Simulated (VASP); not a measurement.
The system is MgS.

```xyz
4
Lattice="4.0346 0.0000 0.0000 -2.0173 3.4941 0.0000 0.0000 0.0000 6.4323" Properties=species:S:1:pos:R:3 pbc="T T T"
S     2.0173    1.1647    5.6556
S     0.0000    2.3294    2.4394
Mg    0.0000    2.3294    6.4050
Mg    2.0173    1.1647    3.1888
```

Base run:

```yaml
Program: VASP 6.6.1
Functional: PBEsol
Potentials_or_basis: VASP PAW PBE potentials, release 64 (S, Mg)
Cutoff: 520 eV
k_mesh: 8 × 8 × 4
Occupations: gaussian, width 0.01 eV
Spin: no spin polarisation
```

Its results: band gap on the k mesh 3.27 eV, direct; electronic dielectric tensor (diagonal) 4.07, 4.07, 4.20.

Problem. The run is repeated on the same cell with these changes: functional from PBEsol to PBE. What comes out?

Solution. Band gap on the k mesh 3.43 eV, direct; electronic dielectric tensor (diagonal) 3.98, 3.98, 4.10.

